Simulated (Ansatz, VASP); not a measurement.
BeS: VASP beside Ansatz

The input INCAR:

```
SYSTEM = BeS
PREC     = Accurate       ! precision mode
ENCUT    = 520            ! plane-wave cutoff, eV
EDIFF    = 1E-6           ! SCF threshold, eV
ISMEAR   = -1             ! smearing method
SIGMA    = 0.02           ! smearing width, eV
LREAL    = .FALSE.        ! projectors in reciprocal space
LASPH    = .TRUE.         ! aspherical terms in the spheres
NELM     = 100            ! most SCF steps
ALGO     = Normal         ! electronic algorithm
ISIF     = 2              ! what is computed and relaxed
LWAVE    = .FALSE.        ! write WAVECAR
LCHARG   = .TRUE.         ! write CHGCAR
GGA      = PE             ! functional
LELF     = .TRUE.         ! ELF
LVHAR    = .TRUE.       
NBANDS   = 11             ! bands
```

KPOINTS

```
Automatic mesh
0
G
  9 9 9
  0 0 0
```

POSCAR

```
BeS
1.0
    0.0000000000      2.3922257121      2.3922257121
    2.3922257121      0.0000000000      2.3922257121
    2.3922257121      2.3922257121      0.0000000000
Be S
1 1
Direct
    0.0000000000      0.0000000000      0.0000000000
    0.7500000000      0.7500000000      0.7500000000
```

Input for Ansatz:

```yaml
crystal:
  lattice:
    - [0.0, 2.3922257121, 2.3922257121]
    - [2.3922257121, 0.0, 2.3922257121]
    - [2.3922257121, 2.3922257121, 0.0]
  atoms:
    - { symbol: Be, position: [0.0, 0.0, 0.0] }
    - { symbol: S, position: [0.75, 0.75, 0.75] }
kpoints:
  mp_grid: { grid: [9, 9, 9] }
scf:
  occupations: { method: fermi_dirac, width: 0.02 }
hamiltonian:
  xc: pbe
  pseudopotentials: { kind: all_electron, lapw: { basis_error: 0.00025 } }
output:
  forces: true
  stress: true
  eigenvalues: true
```

Change from the starting cell: volume scaled by 0.96.

Alike in both runs: task single point; functional PBE; k mesh 9 × 9 × 9; occupations fermi-dirac, width 0.02 eV; no spin polarisation.

|  | VASP | Ansatz |
| --- | --- | --- |
| version | VASP 6.6.1 | Ansatz 0.2.0 |
| potentials or method | VASP PAW PBE potentials, release 64 (Be, S), cutoff 520 eV | all-electron LAPW, scalar-relativistic |

|  | VASP | Ansatz | Ansatz less VASP |
| --- | --- | --- | --- |
| gap on the k mesh at the Fermi level (eV) | 3.11 | 3.11 | 0.000 |
| pressure (GPa) | 5.9 | 5.9 | -0.04 |

Ansatz ran all-electron here, and VASP with PAW potentials.
